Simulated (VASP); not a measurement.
Set up this calculation in VASP 6.6.1, as the native input.

- Task: single point
- Functional: LDA
- Potentials or basis: VASP PAW LDA potentials, release 64 (Al, P)
- Cutoff: 500 eV
- k mesh: 6 × 6 × 6
- Occupations: gaussian, width 0.1 eV
- Spin: no spin polarisation
- Dipole correction: no
- Further INCAR settings: ALGO = Normal; EDIFF = 1e-06; NBANDS = 11

The structure of AlP (l) lies in POSCAR:

```
AlP
1.0
    0.0000000000      2.7364837100      2.7364837100
    2.7364837100      0.0000000000      2.7364837100
    2.7364837100      2.7364837100      0.0000000000
Al P
1 1
Direct
    0.0000000000      0.0000000000      0.0000000000
    0.2500000000      0.2500000000      0.2500000000
```

These files were run (other wordings do the same):

INCAR

```
PREC = Accurate
ENCUT = 500
EDIFF = 1E-6
ISMEAR = 0
SIGMA = 0.1
LREAL = False
LASPH = True
NELM = 120
ALGO = Normal
ISIF = 2
LWAVE = False
LCHARG = False
NBANDS = 11
GGA_COMPAT = False
```

KPOINTS

```
Automatic mesh
0
Gamma
  6 6 6
```

Potentials or basis: VASP PAW LDA potentials, release 64 (Al, P).

Command:

```bash
$ cat potpaw_LDA.64/Al/POTCAR potpaw_LDA.64/P/POTCAR > POTCAR
$ mpirun -np 1 vasp_std > vasp.out
```

It gave:

```
Pressure               : -1.8 GPa
Band gap on the k mesh : 1.45 eV, indirect (least direct gap 3.06 eV)
```

It took 6.1 s on 1 thread of AMD EPYC 9R45 (Zen 5), with other jobs on the host, peak memory 0.1 GiB.
